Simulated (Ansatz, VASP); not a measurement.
## One calculation of Sn, two programs

POSCAR

```
Sn
1.0
    0.0000000000      3.6432462238      2.5757750802
    3.6432462238      0.0000000000      2.5757750802
    3.6432462238      3.6432462238      0.0000000000
Sn
2
Direct
    0.5000000000      0.5000000000      0.5000000000
    0.7500000000      0.7500000000      0.7500000000
```

File INCAR.step1:

```
  PREC = Accurate
  ENCUT = 520
  ISMEAR = 0
  SIGMA = 0.15
  LREAL = F
  LASPH = T
  NELM = 60
  NBANDS = 21
  GGA = PE
  ALGO = Normal
  EDIFF = 1E-4
  LWAVE = T
  LCHARG = F
```

File INCAR.step2:

```
  PREC = Accurate
  ENCUT = 520
  EDIFF = 1E-7
  ISMEAR = 0
  SIGMA = 0.15
  LREAL = F
  LASPH = T
  NELM = 60
  ALGO = Normal
  ISIF = 2
  LWAVE = F
  LCHARG = T
  METAGGA = R2SCAN
  LMIXTAU = T
  LELF = T
  LVHAR = T
  NBANDS = 21
  ISTART = 1
```

KPOINTS

```
regular mesh
0
Gamma
  14 14 14
```

Input for Ansatz:

```yaml
crystal:
  lattice:
    - [0.0, 3.6432462238, 2.5757750802]
    - [3.6432462238, 0.0, 2.5757750802]
    - [3.6432462238, 3.6432462238, 0.0]
  atoms:
    - { symbol: Sn, position: [0.5, 0.5, 0.5] }
    - { symbol: Sn, position: [0.75, 0.75, 0.75] }
basis:
  ecutwfc: 500
kpoints:
  mp_grid: { grid: [14, 14, 14] }
hamiltonian:
  xc: r2scan
scf:
  occupations: { method: gaussian, width: 0.15 }
output:
  forces: true
  stress: true
  eigenvalues: true
```

Alike in both runs: task single point; functional r2SCAN; k mesh 14 × 14 × 14; occupations gaussian, width 0.15 eV; no spin polarisation.

```csv
,VASP,Ansatz
version,VASP 6.6.1,Ansatz 0.2.0
potentials or method,"VASP PAW PBE potentials, release 64 (Sn_d), cutoff 520 eV","scalar-relativistic, plane waves, PAW"
valence electrons in the cell,28,28
```

Ansatz gave:

| Item | Value |
| --- | --- |
| gap on the k mesh at the Fermi level (eV) | none |
| pressure (GPa) | -0.2 |
| traceless stress, the component that is largest in VASP (GPa) | 2.86 |

Estimate VASP's values.

gap on the k mesh at the Fermi level (eV): none; pressure (GPa): -0.3; traceless stress, the component that is largest in VASP (GPa): 2.85.

VASP's potentials were made for PBE, not for r2SCAN. A gap of «none» marks a metal or a gap that the smearing closes.
